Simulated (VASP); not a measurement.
# Sc4Mo (P1) in VASP: single point with PBE

Aim: the single point of Sc4Mo with PBE.

Program: VASP 6.6.1. These are calculated values, not measurements. Logs are shortened: lines on timing, memory, paths and dates and some standing lists are left out, and cuts for length are marked.

### Step 1. The cell of the first run

The typed cell holds 10 atoms: a = 5.369 Å, b = 5.369 Å, c = 8.610 Å, α = 88.16°, β = 91.84°, γ = 106.63°.

### Step 2. Single point, PBE

Input file INCAR:

```
PREC = Accurate
ENCUT = 520
EDIFF = 1E-6
ISMEAR = 0
SIGMA = 0.2
LREAL = F
LASPH = T
NELM = 100
ALGO = Fast
ISIF = 2
LWAVE = F
LCHARG = T
GGA = PE
LELF = T
LVHAR = T
NBANDS = 69
```

Input file KPOINTS:

```
regular mesh
0
Gamma
  4 4 4
```

Input file POSCAR:

```
Sc4Mo
1.0
    3.2084496798     -3.1047356916      2.9825783435
    3.2067347567      3.1055636572     -2.9823524459
   -0.0015540226      6.2086240778      5.9655454438
Sc Mo
8 2
Direct
    0.3603364196      0.3315126749      0.2087589573
    0.8603593312      0.8313929366      0.7086278534
    0.8629330988      0.4451373196      1.0141961778
    0.3630435270     -0.0547424861      0.5145965087
    0.4453801381      0.8629432276     -0.0144818075
    0.9453301605      0.3632342138      0.4854832488
    0.8315174493      0.8601242375      0.2913967986
    0.3310772559      0.3606357197      0.7912467915
    0.4998337255      0.4999476371      0.5000529060
    0.0001888942     -0.0001854805      0.0001225653
```

Potentials or basis: VASP PAW PBE potentials, release 64 (Sc_sv, Mo_sv).

Command:

```sh
cat potpaw_PBE.64/Sc_sv/POTCAR potpaw_PBE.64/Mo_sv/POTCAR > POTCAR
mpirun -np 1 vasp_std > vasp.out
```

OUTCAR:

```text
PREC = Accurate
   ENCUT = 520
   EDIFF = 1E-6
   ISMEAR = 0
   LREAL = F
   LASPH = T
   NELM = 100
   ISIF = 2
   GGA = PE

 ion  position               nearest neighbor table
   1  0.360  0.332  0.209-   9 2.70  10 2.85   3 3.12   7 3.30   7 3.30   3 3.30   4 3.30   5 3.32
                             5 3.35   6 3.36
   2  0.860  0.831  0.709-  10 2.70   9 2.85   4 3.12   8 3.30   8 3.30   4 3.30   3 3.30   6 3.32
                             6 3.35   5 3.36
   3  0.863  0.445  0.014-  10 2.70  10 2.86   1 3.12   5 3.30   5 3.30   2 3.30   1 3.30   8 3.32
                             8 3.35   7 3.36
   4  0.363  0.945  0.515-   9 2.70   9 2.86   2 3.12   6 3.30   6 3.30   2 3.30   1 3.30   7 3.32
                             7 3.35   8 3.36
   5  0.445  0.863  0.986-  10 2.70  10 2.86   8 3.12   3 3.30   3 3.30   7 3.30   8 3.30   1 3.32
                             1 3.35   2 3.36
   6  0.945  0.363  0.485-   9 2.70   9 2.85   7 3.12   4 3.30   7 3.30   4 3.30   8 3.30   2 3.32
                             2 3.35   1 3.36
   7  0.832  0.860  0.291-  10 2.70   9 2.85   6 3.12   6 3.30   1 3.30   1 3.30   5 3.30   4 3.32
                             4 3.35   3 3.36
   8  0.331  0.361  0.791-   9 2.70  10 2.86   5 3.12   2 3.30   2 3.30   6 3.30   5 3.30   3 3.32
                             3 3.35   4 3.36
   9  0.500  0.500  0.500-   4 2.70   8 2.70   6 2.70   1 2.70   2 2.85   6 2.85   7 2.85   4 2.86

  10  0.000  1.000  0.000-   5 2.70   3 2.70   7 2.70   2 2.70   1 2.85   3 2.86   8 2.86   5 2.86

  LATTYP: Found a triclinic cell.
 ALAT       =     5.3692929365
 B/A-ratio  =     1.1947913012
 C/A-ratio  =     2.2219827625
 COS(alpha) =     0.0000486813
 COS(beta)  =     0.5555773517
 COS(gamma) =     0.5975002680

  Lattice vectors:

 A1 = (   3.2084496798,  -3.1047356916,   2.9825783435)
 A2 = (   6.4151844365,   0.0008279656,   0.0002258976)
 A3 = (   0.0001609005,  -0.0016752710,  11.9304762332)

Analysis of symmetry for initial positions (statically):
=====================================================================
 Subroutine PRICEL returns:
 Original cell was already a primitive cell.

 Routine SETGRP: Setting up the symmetry group for a
 triclinic supercell.

 Subroutine GETGRP returns: Found  1 space group operations
 (whereof  1 operations were pure point group operations)
 out of a pool of  2 trial point group operations.

The static configuration has the point symmetry C_1 .

Analysis of symmetry for dynamics (positions and initial velocities):
=====================================================================
 Subroutine PRICEL returns:
 Original cell was already a primitive cell.

 Routine SETGRP: Setting up the symmetry group for a
 triclinic supercell.

 Subroutine GETGRP returns: Found  1 space group operations
 (whereof  1 operations were pure point group operations)
 out of a pool of  2 trial point group operations.

The dynamic configuration has the point symmetry C_1 .

 Subroutine INISYM returns: Found  1 space group operations
 (whereof  1 operations are pure point group operations),
 and found     1 'primitive' translations

----------------------------------------------------------------------------------------

                                     Primitive cell

  volume of cell :     237.6243

  direct lattice vectors                    reciprocal lattice vectors
     3.208449680 -3.104735692  2.982578344     0.155887600 -0.080485392  0.083805547
     3.206734757  3.105563657 -2.982352446     0.155872717  0.080567455 -0.083809740
    -0.001554023  6.208624078  5.965545444    -0.000013344  0.080518125  0.083830257

  length of vectors
     5.369292936  5.368621754  8.610153761     0.194427909  0.194451770  0.116235454

  position of ions in fractional coordinates (direct lattice)
     0.360336420  0.331512675  0.208758957
     0.860359331  0.831392937  0.708627853
     0.862933099  0.445137320  0.014196178
     0.363043527  0.945257514  0.514596509
     0.445380138  0.862943228  0.985518193
     0.945330160  0.363234214  0.485483249
     0.831517449  0.860124238  0.291396799
     0.331077256  0.360635720  0.791246792
     0.499833725  0.499947637  0.500052906
     0.000188894  0.999814519  0.000122565

  ion indices of the primitive-cell ions
   primitive index   ion index
                 1           1
                 2           2
                 3           3
                 4           4
                 5           5
                 6           6
                 7           7
                 8           8
                 9           9
                10          10

----------------------------------------------------------------------------------------

 KPOINTS: regular mesh

Automatic generation of k-mesh.
 Grid dimensions read from file:
 generate k-points for:    4    4    4

 Generating k-lattice:

  Cartesian coordinates                     Fractional coordinates (reciprocal lattice)
     0.038971900 -0.020121348  0.020951387     0.250000000  0.000000000  0.000000000
     0.038968179  0.020141864 -0.020952435    -0.000000000  0.250000000  0.000000000
    -0.000003336  0.020129531  0.020957564    -0.000000000  0.000000000  0.250000000

  Length of vectors
     0.048606977  0.048612943  0.029058863

  Shift w.r.t. Gamma in fractional coordinates (k-lattice)
     0.000000000  0.000000000  0.000000000

 Subroutine IBZKPT returns following result:
 ===========================================

 Found     36 irreducible k-points:

 Following reciprocal coordinates:
            Coordinates               Weight
  0.000000  0.000000  0.000000      1.000000
  0.250000  0.000000 -0.000000      2.000000
  0.500000  0.000000 -0.000000      1.000000
  0.000000  0.250000  0.000000      2.000000
  0.250000  0.250000 -0.000000      2.000000
  0.500000  0.250000 -0.000000      2.000000
[... 16 lines left out ...]
  0.000000 -0.250000  0.250000      2.000000
  0.250000 -0.250000  0.250000      2.000000
 [... further k-points ...]
   k-points           NKPTS =     36   k-points in BZ     NKDIM =     36   number of bands    NBANDS=     69
   number of dos      NEDOS =    301   number of ions     NIONS =     10
   total plane-waves  NPLWV = 102400
   dimension x,y,z NGX =    40 NGY =   40 NGZ =   64
   dimension x,y,z NGXF=    80 NGYF=   80 NGZF=  128
   ions per type =               8   2
   NGX,Y,Z   is equivalent  to a cutoff of  12.38, 12.39, 12.36 a.u.
   NGXF,Y,Z  is equivalent  to a cutoff of  24.77, 24.77, 24.71 a.u.
 SYSTEM =  unknown system
   PREC   = accura    normal or accurate (medium, high low for compatibility)
   ISTART =      0    job   : 0-new  1-cont  2-samecut
   ICHARG =      2    charge: 1-file 2-atom 10-const
   ISPIN  =      1    spin polarized calculation?
   LNONCOLLINEAR =      F non collinear calculations
   LSORBIT =      F    spin-orbit coupling
   LASPH  =      T    aspherical Exc in radial PAW
   ENCUT  =  520.0 eV  38.22 Ry    6.18 a.u.   9.98  9.98 16.01*2*pi/ulx,y,z
   NELM   =    100;   NELMIN=  2; NELMDL= -5     # of ELM steps
   EDIFF  = 0.1E-05   stopping-criterion for ELM
   LREAL  =      F    real-space projection
[... 7 lines left out ...]
   TEBEG  =    0.0;   TEEND  =   0.0 temperature during run
   PSTRESS=    0.0 pullay stress
   NELECT =     116.0000    total number of electrons
   NUPDOWN=      -1.0000    fix difference up-down
   EMIN   =  10.00;   EMAX   =-10.00  energy-range for DOS
   EFERMI =   0.00;   METHOD = LEGACY
   ISMEAR =     0;   SIGMA  =   0.20  broadening in eV -4-tet -1-fermi 0-gaus
   EFERMI_NEDOS =   21; number of points for ismear=-14 and -15
   IALGO  =     68    algorithm
   IMIX   =      4    mixing-type and parameters
     AMIX     =   0.40;   BMIX     =  1.00
     AMIX_MAG =   1.60;   BMIX_MAG =  1.00
  volume/ion in A,a.u.               =      23.76       160.36
  Fermi-wavevector in a.u.,A,eV,Ry     =   1.289032  2.435918 22.607505  1.661605
  Thomas-Fermi vector in A             =   2.420950
   LORBIT       =      0    0 simple, 1 ext, 2 COOP (PROOUT), +10 PAW based schemes
   GGA     = PE    functional components
   LHFCALC =     F    Hartree Fock is set to
   AEXX    =    0.0000 exact exchange contribution
   IVDW    =     0    specifies the selected vdW correction
   LEPSILON=     F    determine dielectric tensor
   LRPA    =     F    only Hartree local field effects (RPA)
 non-spin polarized calculation
 RMM-DIIS sequential band-by-band and
 Gauss-broadening in eV      SIGMA  =   0.20
  energy-cutoff  :      520.00
  volume of cell :      237.62
 maximum number of plane-waves:      6418
   NGX = 19   NGY = 19   NGZ = 31

 number of electron     115.9999998 magnetization

 Free energy of the ion-electron system (eV)
  ---------------------------------------------------
  ext. energy  EPLUGINS =         0.00000000
  ---------------------------------------------------
  free energy    TOTEN  =       -69.81798177 eV

  energy without entropy =      -69.61744090  energy(sigma->0) =      -69.71771133

 E-fermi :   4.5195     XC(G=0): -10.1233

 val. band max:        4.4847070707   @ k =  -0.2500  -0.2500   0.2500
 cond. band min:       4.5201798954   @ k =   0.2500  -0.2500   0.2500
 fundamental gap:      0.0354728247
 Fermi energy:         4.5195168508

 k-point     1 :       0.0000    0.0000    0.0000
  band No.  band energies     occupation
      1     -55.3556      2.00000
      2     -55.3549      2.00000
      3     -44.9769      2.00000
      4     -44.9542      2.00000
      5     -44.9496      2.00000
      6     -44.9342      2.00000
[... 61 lines left out ...]
     68       5.9327      0.00000
     69       6.0575      0.00000
[... 1654 lines left out ...]
     68       6.0034      0.00000
     69       6.0421      0.00000

 [... further k-points ...]

------------------------ aborting loop because EDIFF is reached ----------------------------------------

  FORCE on cell =-STRESS in cart. coord.  units (eV):
  Direction    XX          YY          ZZ          XY          YZ          ZX
  --------------------------------------------------------------------------------------
  -------------------------------------------------------------------------------------
  Total        0.1468250      0.2543303      0.0910206      0.0040143      0.0352335     -0.0033729
  in kB        0.9899649      1.7148173      0.6137043      0.0270666      0.2375608     -0.0227420
  external PRESSURE =       1.1061622 kB  Pullay stress =       0.0000000 kB

 VOLUME and BASIS-vectors are now :
 -----------------------------------------------------------------------------
  energy-cutoff  :      520.00
  volume of cell :      237.62
      direct lattice vectors                 reciprocal lattice vectors
     3.208449680 -3.104735692  2.982578344     0.155887600 -0.080485392  0.083805547
     3.206734757  3.105563657 -2.982352446     0.155872717  0.080567455 -0.083809740
    -0.001554023  6.208624078  5.965545444    -0.000013344  0.080518125  0.083830257

 POSITION                                       TOTAL-FORCE (eV/Angst)
 -----------------------------------------------------------------------------------
      2.21887      1.20689      1.33141         0.000432     -0.006779     -0.004395
      5.42538      4.31036      4.31393         0.002491     -0.000020     -0.001162
      4.19609     -1.20864      1.33090        -0.005073      0.010813     -0.005801
      4.19520      5.00334      1.33356         0.000796      0.006981     -0.009060
      4.19468      7.41585      4.63393         0.001971     -0.006018      0.006768
      4.19709      1.20723      4.63240        -0.009861     -0.010263      0.008930
      5.42562      1.89870      1.65321         0.001817      0.005613     -0.000721
      2.21748      5.00462      4.63214        -0.002802      0.003583      0.007949
      3.20611      3.10541      2.98286         0.006162     -0.002518      0.001548
      3.20675      3.10516     -2.98050         0.004067     -0.001392     -0.004057
 -----------------------------------------------------------------------------------
    total drift:                               -0.001040     -0.000107     -0.000092

  FREE ENERGIE OF THE ION-ELECTRON SYSTEM (eV)
  ---------------------------------------------------
  free  energy   TOTEN  =       -69.8179817666 eV

  energy  without entropy=      -69.6174409026  energy(sigma->0) =      -69.71771133
```

Wall time 13 min (1 thread of AMD EPYC 9R45 (Zen 5), shared host); peak memory 0.55 GiB.

Results:

- Free energy: -69.8180 eV
- Pressure: 0.1 GPa
- Largest force: 0.017 eV/Å
- Band gap on the k mesh: zero (bands 58 and 59 overlap by 0.23 eV)

Forces on the atoms (eV/Å):
```
Sc   0.000 -0.007 -0.004
Sc   0.002  0.000 -0.001
Sc  -0.005  0.011 -0.006
Sc   0.001  0.007 -0.009
Sc   0.002 -0.006  0.007
Sc  -0.010 -0.010  0.009
Sc   0.002  0.006 -0.001
Sc  -0.003  0.004  0.008
Mo   0.006 -0.003  0.002
Mo   0.004 -0.001 -0.004
```

Levels at points of the mesh, in eV from the Fermi level:
```tsv
k point	band 56	band 57	band 58	band 59	band 60	band 61
(0.00, 0.00, 0.00)	-0.61	-0.24	0.02	0.33	0.46	0.59
(0.50, 0.00, 0.00)	-0.51	-0.30	-0.30	0.28	0.28	0.52
(0.00, 0.50, 0.00)	-0.51	-0.30	-0.30	0.28	0.28	0.52
(0.50, 0.50, 0.00)	-0.84	-0.66	-0.61	0.02	0.14	0.56
(0.00, 0.00, 0.50)	-0.37	-0.24	-0.24	0.14	0.15	0.48
(0.50, 0.00, 0.50)	-0.29	-0.20	0.15	0.17	0.19	0.31
(0.00, 0.50, 0.50)	-0.29	-0.20	0.15	0.17	0.19	0.31
(0.50, 0.50, 0.50)	-0.79	-0.48	-0.48	0.11	0.11	0.24
```
